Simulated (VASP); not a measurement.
# ZnS (P3m1) in VASP: notebook

Runs on ZnS. Level: PBE. Tasks: single point.

All numbers are computed with VASP 6.6.1; they aren't measurements. Logs are shortened: lines on timing, memory, paths and dates and some standing lists are left out, and cuts for length are marked.

## (1) The cell of the first run

It takes space group P3m1 (No. 156, trigonal). The conventional cell has a = 3.811 Å, b = 3.811 Å, c = 6.234 Å, α = 90.00°, β = 90.00°, γ = 120.00°. Zn (site symmetry 3m) has 4 S at 2.31 to 2.55 Å within 3.1 Å. Within 3.0 Å of Zn (site symmetry 3m) lie 4 S at 2.27 to 2.40 Å. Within 3.0 Å of S (site symmetry 3m) lie 4 Zn at 2.27 to 2.55 Å. S (site symmetry 3m) has 4 Zn at 2.31 to 2.40 Å within 3.1 Å.

## (2) Single point, PBE (atom 3 (S) moved +0.150 Å along Cartesian [0 0 1])

INCAR

```
PREC = Accurate
ENCUT = 520
EDIFF = 1E-6
ISMEAR = 0
SIGMA = 0.05
LREAL = False
LASPH = True
NELM = 100
ALGO = Normal
ISIF = 2
LWAVE = False
LCHARG = False
GGA = PE
NBANDS = 26
```

KPOINTS

```
Automatic mesh
0
Gamma
  12 12 6
```

POSCAR

```
ZnS
1.0
    3.8109987816      0.0000000000      0.0000000000
   -1.9054993908      3.3004217586      0.0000000000
    0.0000000000      0.0000000000      6.2340000000
Zn S
2 2
Direct
    0.3333333333      0.6666666667      0.0000000000
    0.6666666667      0.3333333333      0.5000000000
    0.3333333333      0.6666666667      0.4090615977
    0.6666666667      0.3333333333      0.8850000000
```

Potentials or basis: VASP PAW PBE potentials, release 64 (Zn, S).

Started as:

```sh
cat potpaw_PBE.64/Zn/POTCAR potpaw_PBE.64/S/POTCAR > POTCAR
mpirun -np 1 vasp_std > vasp.out
```

OUTCAR:

```text
PREC = Accurate
   ENCUT = 520
   EDIFF = 1E-6
   ISMEAR = 0
   LREAL = False
   LASPH = True
   NELM = 100
   ISIF = 2
   GGA = PE

 ion  position               nearest neighbor table
   1  0.333  0.667  0.000-   4 2.31   4 2.31   4 2.31   3 2.55
   2  0.667  0.333  0.500-   3 2.27   3 2.27   3 2.27   4 2.40
   3  0.333  0.667  0.409-   2 2.27   2 2.27   2 2.27   1 2.55
   4  0.667  0.333  0.885-   1 2.31   1 2.31   1 2.31   2 2.40

  LATTYP: Found a hexagonal cell.
 ALAT       =     3.8109987816
 C/A-ratio  =     1.6357916539

  Lattice vectors:

 A1 = (   3.8109987816,   0.0000000000,   0.0000000000)
 A2 = (  -1.9054993908,   3.3004217586,   0.0000000000)
 A3 = (   0.0000000000,   0.0000000000,   6.2340000000)

Analysis of symmetry for initial positions (statically):
=====================================================================
 Subroutine PRICEL returns:
 Original cell was already a primitive cell.

 Routine SETGRP: Setting up the symmetry group for a
 hexagonal supercell.

 Subroutine GETGRP returns: Found  6 space group operations
 (whereof  6 operations were pure point group operations)
 out of a pool of 24 trial point group operations.

The static configuration has the point symmetry C_3v.

Analysis of symmetry for dynamics (positions and initial velocities):
=====================================================================
 Subroutine PRICEL returns:
 Original cell was already a primitive cell.

 Routine SETGRP: Setting up the symmetry group for a
 hexagonal supercell.

 Subroutine GETGRP returns: Found  6 space group operations
 (whereof  6 operations were pure point group operations)
 out of a pool of 24 trial point group operations.

The dynamic configuration has the point symmetry C_3v.

 Subroutine INISYM returns: Found  6 space group operations
 (whereof  6 operations are pure point group operations),
 and found     1 'primitive' translations

----------------------------------------------------------------------------------------

                                     Primitive cell

  volume of cell :      78.4106

  direct lattice vectors                    reciprocal lattice vectors
     3.810998782  0.000000000  0.000000000     0.262398405  0.151495789  0.000000000
    -1.905499391  3.300421759  0.000000000     0.000000000  0.302991579  0.000000000
     0.000000000  0.000000000  6.234000000     0.000000000  0.000000000  0.160410651

  length of vectors
     3.810998782  3.810998782  6.234000000     0.302991579  0.302991579  0.160410651

  position of ions in fractional coordinates (direct lattice)
     0.333333333  0.666666667  0.000000000
     0.666666667  0.333333333  0.500000000
     0.333333333  0.666666667  0.409061598
     0.666666667  0.333333333  0.885000000

  ion indices of the primitive-cell ions
   primitive index   ion index
                 1           1
                 2           2
                 3           3
                 4           4

----------------------------------------------------------------------------------------

 KPOINTS: Automatic mesh

Automatic generation of k-mesh.
 Grid dimensions read from file:
 generate k-points for:   12   12    6

 Generating k-lattice:

  Cartesian coordinates                     Fractional coordinates (reciprocal lattice)
     0.021866534  0.012624649  0.000000000     0.083333333  0.000000000  0.000000000
     0.000000000  0.025249298  0.000000000     0.000000000  0.083333333  0.000000000
     0.000000000  0.000000000  0.026735109     0.000000000  0.000000000  0.166666667

  Length of vectors
     0.025249298  0.025249298  0.026735109

  Shift w.r.t. Gamma in fractional coordinates (k-lattice)
     0.000000000  0.000000000  0.000000000

 Subroutine IBZKPT returns following result:
 ===========================================

 Found    100 irreducible k-points:

 Following reciprocal coordinates:
            Coordinates               Weight
  0.000000  0.000000  0.000000      1.000000
  0.083333  0.000000  0.000000      6.000000
  0.166667  0.000000  0.000000      6.000000
  0.250000 -0.000000  0.000000      6.000000
  0.333333 -0.000000  0.000000      6.000000
  0.416667 -0.000000  0.000000      6.000000
[... 16 lines left out ...]
  0.166667  0.000000  0.166667      6.000000
  0.000000  0.166667  0.166667      6.000000
 [... further k-points ...]
   k-points           NKPTS =    100   k-points in BZ     NKDIM =    100   number of bands    NBANDS=     26
   number of dos      NEDOS =    301   number of ions     NIONS =      4
   total plane-waves  NPLWV =  37632
   dimension x,y,z NGX =    28 NGY =   28 NGZ =   48
   dimension x,y,z NGXF=    56 NGYF=   56 NGZF=   96
   ions per type =               2   2
   NGX,Y,Z   is equivalent  to a cutoff of  12.21, 12.21, 12.80 a.u.
   NGXF,Y,Z  is equivalent  to a cutoff of  24.43, 24.43, 25.60 a.u.
 SYSTEM =  unknown system
   PREC   = accura    normal or accurate (medium, high low for compatibility)
   ISTART =      0    job   : 0-new  1-cont  2-samecut
   ICHARG =      2    charge: 1-file 2-atom 10-const
   ISPIN  =      1    spin polarized calculation?
   LNONCOLLINEAR =      F non collinear calculations
   LSORBIT =      F    spin-orbit coupling
   LASPH  =      T    aspherical Exc in radial PAW
   ENCUT  =  520.0 eV  38.22 Ry    6.18 a.u.   7.09  7.09 11.59*2*pi/ulx,y,z
   NELM   =    100;   NELMIN=  2; NELMDL= -5     # of ELM steps
   EDIFF  = 0.1E-05   stopping-criterion for ELM
   LREAL  =      F    real-space projection
[... 7 lines left out ...]
   TEBEG  =    0.0;   TEEND  =   0.0 temperature during run
   PSTRESS=    0.0 pullay stress
   NELECT =      36.0000    total number of electrons
   NUPDOWN=      -1.0000    fix difference up-down
   EMIN   =  10.00;   EMAX   =-10.00  energy-range for DOS
   EFERMI =   0.00;   METHOD = LEGACY
   ISMEAR =     0;   SIGMA  =   0.05  broadening in eV -4-tet -1-fermi 0-gaus
   EFERMI_NEDOS =   21; number of points for ismear=-14 and -15
   IALGO  =     38    algorithm
   IMIX   =      4    mixing-type and parameters
     AMIX     =   0.40;   BMIX     =  1.00
     AMIX_MAG =   1.60;   BMIX_MAG =  1.00
  volume/ion in A,a.u.               =      19.60       132.29
  Fermi-wavevector in a.u.,A,eV,Ry     =   1.262944  2.386617 21.701656  1.595027
  Thomas-Fermi vector in A             =   2.396326
   LORBIT       =      0    0 simple, 1 ext, 2 COOP (PROOUT), +10 PAW based schemes
   GGA     = PE    functional components
   LHFCALC =     F    Hartree Fock is set to
   AEXX    =    0.0000 exact exchange contribution
   IVDW    =     0    specifies the selected vdW correction
   LEPSILON=     F    determine dielectric tensor
   LRPA    =     F    only Hartree local field effects (RPA)
 non-spin polarized calculation
 Gauss-broadening in eV      SIGMA  =   0.05
  energy-cutoff  :      520.00
  volume of cell :       78.41
 maximum number of plane-waves:      2133
   NGX = 15   NGY = 15   NGZ = 23

 number of electron      35.9999976 magnetization

 Free energy of the ion-electron system (eV)
  ---------------------------------------------------
  ext. energy  EPLUGINS =         0.00000000
  ---------------------------------------------------
  free energy    TOTEN  =       -13.53025193 eV

  energy without entropy =      -13.53025193  energy(sigma->0) =      -13.53025193

 E-fermi :   2.4109     XC(G=0):  -9.6481

 val. band max:        2.1809026788   @ k =   0.0000   0.0000   0.0000
 cond. band min:       4.4216406826   @ k =   0.0000   0.0000   0.0000
 fundamental gap:      2.2407380038
 Fermi energy:         2.4108521882

 k-point     1 :       0.0000    0.0000    0.0000
  band No.  band energies     occupation
      1     -11.0576      2.00000
      2     -10.1401      2.00000
      3      -4.3183      2.00000
      4      -4.3183      2.00000
      5      -4.1664      2.00000
      6      -4.1664      2.00000
[... 18 lines left out ...]
     25       9.7013      0.00000
     26      11.5857      0.00000

 k-point     2 :       0.0833    0.0000    0.0000
  band No.  band energies     occupation
      1     -11.0089      2.00000
      2     -10.1109      2.00000
      3      -4.3200      2.00000
      4      -4.3021      2.00000
      5      -4.1655      2.00000
      6      -4.1530      2.00000
[... 18 lines left out ...]
     25       9.9276      0.00000
     26      11.2262      0.00000

 k-point     3 :       0.1667    0.0000    0.0000
  band No.  band energies     occupation
      1     -10.8697      2.00000
      2     -10.0315      2.00000
      3      -4.3198      2.00000
      4      -4.2576      2.00000
      5      -4.1595      2.00000
      6      -4.1161      2.00000
[... 18 lines left out ...]
     25      10.4453      0.00000
     26      10.5535      0.00000

 k-point     4 :       0.2500   -0.0000    0.0000
  band No.  band energies     occupation
      1     -10.6603      2.00000
      2      -9.9263      2.00000
      3      -4.3057      2.00000
      4      -4.1972      2.00000
      5      -4.1429      2.00000
      6      -4.0645      2.00000
[... 18 lines left out ...]
     25      10.5408      0.00000
     26      11.2314      0.00000

 k-point     5 :       0.3333   -0.0000    0.0000
  band No.  band energies     occupation
      1     -10.4185      2.00000
      2      -9.8329      2.00000
      3      -4.2679      2.00000
      4      -4.1407      2.00000
      5      -4.1093      2.00000
      6      -4.0103      2.00000
[... 18 lines left out ...]
     25      11.0066      0.00000
     26      11.8015      0.00000

 k-point     6 :       0.4167   -0.0000    0.0000
  band No.  band energies     occupation
      1     -10.2038      2.00000
      2      -9.7871      2.00000
      3      -4.2256      2.00000
      4      -4.1050      2.00000
      5      -4.0421      2.00000
      6      -3.9676      2.00000
[... 427 lines left out ...]
 k-point    21 :       0.0833    0.0000    0.1667
  band No.  band energies     occupation
      1     -10.9598      2.00000
      2     -10.1771      2.00000
      3      -4.3203      2.00000
      4      -4.3029      2.00000
      5      -4.1699      2.00000
      6      -4.1550      2.00000
[... 18 lines left out ...]
     25       9.7845      0.00000
     26      11.0166      0.00000

 k-point    22 :       0.0000    0.0833    0.1667
  band No.  band energies     occupation
      1     -10.9598      2.00000
      2     -10.1771      2.00000
      3      -4.3210      2.00000
      4      -4.3022      2.00000
      5      -4.1696      2.00000
      6      -4.1562      2.00000
[... 18 lines left out ...]
     25       9.7612      0.00000
     26      11.0393      0.00000

 k-point    23 :       0.1667    0.0000    0.1667
  band No.  band energies     occupation
      1     -10.8229      2.00000
      2     -10.0920      2.00000
      3      -4.3201      2.00000
      4      -4.2582      2.00000
      5      -4.1664      2.00000
      6      -4.1176      2.00000
[... 18 lines left out ...]
     25      10.4122      0.00000
     26      10.6102      0.00000

 k-point    24 :       0.0000    0.1667    0.1667
  band No.  band energies     occupation
      1     -10.8230      2.00000
      2     -10.0919      2.00000
      3      -4.3215      2.00000
      4      -4.2568      2.00000
      5      -4.1687      2.00000
      6      -4.1201      2.00000
[... 18 lines left out ...]
     25      10.3699      0.00000
     26      10.6983      0.00000

 [... further k-points ...]
[... 5 lines left out ...]
  --------------------------------------------------------------------------------------
  -------------------------------------------------------------------------------------
  Total        2.1796871      2.1796871      0.2717828      0.0000000      0.0000000      0.0000000
  in kB       44.5378956     44.5378956      5.5533822      0.0000000      0.0000000      0.0000000
  external PRESSURE =      31.5430578 kB  Pullay stress =       0.0000000 kB

 VOLUME and BASIS-vectors are now :
 -----------------------------------------------------------------------------
  energy-cutoff  :      520.00
  volume of cell :       78.41
      direct lattice vectors                 reciprocal lattice vectors
     3.810998782  0.000000000  0.000000000     0.262398405  0.151495789  0.000000000
    -1.905499391  3.300421759  0.000000000     0.000000000  0.302991579  0.000000000
     0.000000000  0.000000000  6.234000000     0.000000000  0.000000000  0.160410651

 POSITION                                       TOTAL-FORCE (eV/Angst)
 -----------------------------------------------------------------------------------
     -0.00000      2.20028      0.00000        -0.000000     -0.000000      0.568646
      1.90550      1.10014      3.11700         0.000000      0.000000      0.486024
     -0.00000      2.20028      2.55009        -0.000000     -0.000000     -1.253670
      1.90550      1.10014      5.51709        -0.000000      0.000000      0.199000
 -----------------------------------------------------------------------------------
    total drift:                               -0.000000     -0.000001      0.000246

  FREE ENERGIE OF THE ION-ELECTRON SYSTEM (eV)
  ---------------------------------------------------
  free  energy   TOTEN  =       -13.5302519312 eV

  energy  without entropy=      -13.5302519312  energy(sigma->0) =      -13.53025193
```

Run time: 4 min. Hardware: 1 thread of Intel Xeon 8259CL, shared host; peak memory 0.3 GiB.

Results:

| Item | Value |
| --- | --- |
| Free energy | -13.5303 eV |
| Pressure | 3.2 GPa |
| Largest force | 1.254 eV/Å |
| Band gap on the k mesh | 2.24 eV |

Forces in eV/Å, atoms in the order of the input:
```
Zn   0.000  0.000  0.569
Zn   0.000  0.000  0.486
S    0.000  0.000 -1.254
S    0.000  0.000  0.199
```

Levels at points of the mesh, in eV from the valence-band top:
```
           k point  band 14  band 15  band 16  band 17  band 18  band 19  band 20  band 21  band 22  band 23
(0.00, 0.00, 0.00)    -0.85    -0.85    -0.05    -0.05     0.00     2.24     2.89     6.26     6.26     6.58
(0.50, 0.00, 0.00)    -4.33    -3.03    -2.31    -1.44    -1.11     3.51     4.23     5.17     7.36     7.38
(0.00, 0.00, 0.50)    -2.57    -0.55    -0.55    -0.39    -0.39     3.37     3.50     6.18     6.57     6.57
(0.50, 0.00, 0.50)    -4.84    -1.88    -1.61    -1.52    -1.35     3.48     3.79     4.80     5.20     8.96
```

Caveat: the cell differs from its parent crystal (atom 3 (S) moved +0.150 Å along Cartesian [0 0 1]); the cell stands under pressure; forces of over 1 eV/Å act on the atoms, so gaps and moduli don't describe the material at rest. A k mesh can miss the band edges.

## (3) Single point, PBE (atom 3 (S) moved +0.225 Å along Cartesian [0 0 1])

INCAR

```
SYSTEM = ZnS
ALGO = Normal
EDIFF = 1E-6
ENCUT = 520
GGA = PE
ISIF = 2
ISMEAR = 0
LASPH = .True.
LCHARG = .False.
LREAL = .False.
LWAVE = .False.
NBANDS = 26
NELM = 80
PREC = Accurate
SIGMA = 0.05
```

KPOINTS

```
k-points
0
Gamma
  12 12 6
  0 0 0
```

POSCAR, as its differences from that of step 2:

```diff
@@ -10,3 +10,3 @@
     0.6666666667      0.3333333333      0.5000000000
-    0.3333333333      0.6666666667      0.4090615977
+    0.3333333333      0.6666666667      0.4210923965
     0.6666666667      0.3333333333      0.8850000000
```

Potentials or basis: VASP PAW PBE potentials, release 64 (Zn, S).

Started as:

```sh
cat potpaw_PBE.64/Zn/POTCAR potpaw_PBE.64/S/POTCAR > POTCAR
mpirun -np 1 vasp_std > vasp.out
```

It took 4.6 min on 1 thread of Intel Xeon 8259CL, shared host; peak memory 0.3 GiB.

It converged, with:

| Property | Result |
| --- | --- |
| Free energy | -13.4240 eV |
| Pressure | 3.7 GPa |
| Largest force | 1.565 eV/Å |
| Band gap on the k mesh | 2.25 eV |

Forces in eV/Å, atoms in the order of the input:
```
Zn   0.000  0.000  0.593
Zn   0.000  0.000  0.515
S    0.000  0.000 -1.565
S    0.000  0.000  0.457
```

Stress tensor (GPa, compression positive):
```
5.15 0.00 0.00
0.00 5.15 0.00
0.00 0.00 0.70
```

Levels at points of the mesh, in eV from the valence-band top:
```
           k point  band 16  band 17  band 18  band 19  band 20  band 21
(0.00, 0.00, 0.00)    -0.04    -0.04     0.00     2.25     2.88     6.25
(0.50, 0.00, 0.00)    -2.32    -1.35    -1.14     3.46     4.23     5.18
(0.00, 0.00, 0.50)    -0.57    -0.33    -0.33     3.34     3.52     5.90
(0.50, 0.00, 0.50)    -1.57    -1.49    -1.22     3.43     3.89     4.66
```

Caveat: the cell differs from its parent crystal (atom 3 (S) moved +0.225 Å along Cartesian [0 0 1]); the cell stands under pressure; forces of over 1 eV/Å act on the atoms, so gaps and moduli don't describe the material at rest.

## (4) Single point, PBE (atom 3 (S) moved +0.075 Å along Cartesian [0 0 1])

INCAR

```
SYSTEM = ZnS
PREC     = Accurate       ! precision mode
ENCUT    = 520            ! plane-wave cutoff, eV
EDIFF    = 1E-6           ! SCF threshold, eV
ISMEAR   = 0              ! smearing method
SIGMA    = 0.05           ! smearing width, eV
LREAL    = .False.        ! projectors in reciprocal space
LASPH    = .True.         ! aspherical terms in the spheres
NELM     = 80             ! most SCF steps
ALGO     = Normal         ! electronic algorithm
ISIF     = 2              ! what is computed and relaxed
LWAVE    = .False.        ! write WAVECAR
LCHARG   = .False.        ! write CHGCAR
GGA      = PE             ! functional
NBANDS   = 26             ! bands
```

KPOINTS

```
Automatic mesh
0
Gamma
  12 12 6
  0 0 0
```

POSCAR, as its differences from that of step 3:

```diff
@@ -10,3 +10,3 @@
     0.6666666667      0.3333333333      0.5000000000
-    0.3333333333      0.6666666667      0.4210923965
+    0.3333333333      0.6666666667      0.3970307988
     0.6666666667      0.3333333333      0.8850000000
```

Started as:

```sh
cat potpaw_PBE.64/Zn/POTCAR potpaw_PBE.64/S/POTCAR > POTCAR
mpirun -np 1 vasp_std > vasp.out
```

Wall time 4.3 min (1 thread of Intel Xeon 8259CL, shared host); peak memory 0.3 GiB.

The run converged. Its results:

| Quantity | Value |
| --- | --- |
| Free energy | -13.6096 eV |
| Pressure | 2.8 GPa |
| Largest force | 0.845 eV/Å |
| Band gap on the k mesh | 2.24 eV |

Forces in eV/Å, atoms in the order of the input:
```
Zn   0.000  0.000  0.485
Zn   0.000  0.000  0.420
S    0.000  0.000 -0.845
S    0.000  0.000 -0.061
```

Stress tensor (GPa, compression positive):
```
3.81 0.00 0.00
0.00 3.81 0.00
0.00 0.00 0.69
```

Levels at points of the mesh, in eV from the valence-band top:
| k point | band 14 | band 15 | band 16 | band 17 | band 18 | band 19 | band 20 | band 21 | band 22 | band 23 |
| --- | --- | --- | --- | --- | --- | --- | --- | --- | --- | --- |
| (0.00, 0.00, 0.00) | -0.86 | -0.86 | -0.04 | -0.04 | 0.00 | 2.24 | 2.93 | 6.27 | 6.27 | 6.59 |
| (0.50, 0.00, 0.00) | -4.28 | -3.10 | -2.28 | -1.51 | -1.06 | 3.56 | 4.25 | 5.17 | 7.24 | 7.39 |
| (0.00, 0.00, 0.50) | -2.67 | -0.51 | -0.51 | -0.43 | -0.43 | 3.43 | 3.50 | 6.49 | 6.64 | 6.64 |
| (0.50, 0.00, 0.50) | -4.87 | -1.78 | -1.64 | -1.54 | -1.45 | 3.55 | 3.70 | 4.97 | 5.17 | 8.97 |

Caveat: the cell differs from its parent crystal (atom 3 (S) moved +0.075 Å along Cartesian [0 0 1]). A k mesh can miss the band edges.

## (5) Summary

```csv
cell,gap on the mesh (eV),pressure (GPa),largest force (eV/Å)
"as given, atomic positions A",2.24,3.2,1.25
"as given, atomic positions B",2.25,3.7,1.57
"as given, atomic positions C",2.24,2.8,0.85
```

Alike in all rows: task single point; level PBE; potentials or basis VASP PAW PBE potentials, release 64 (Zn, S); no spin polarisation; k mesh 12 × 12 × 6; cutoff (eV) 520; smearing gaussian 0.05 eV.

Caveats: the cell stands under pressure (at least some runs); forces of over 1 eV/Å act on the atoms, so gaps and moduli don't describe the material at rest (at least some runs).

Total energies depend on the potentials used, so only differences within one code and one set of settings carry meaning.
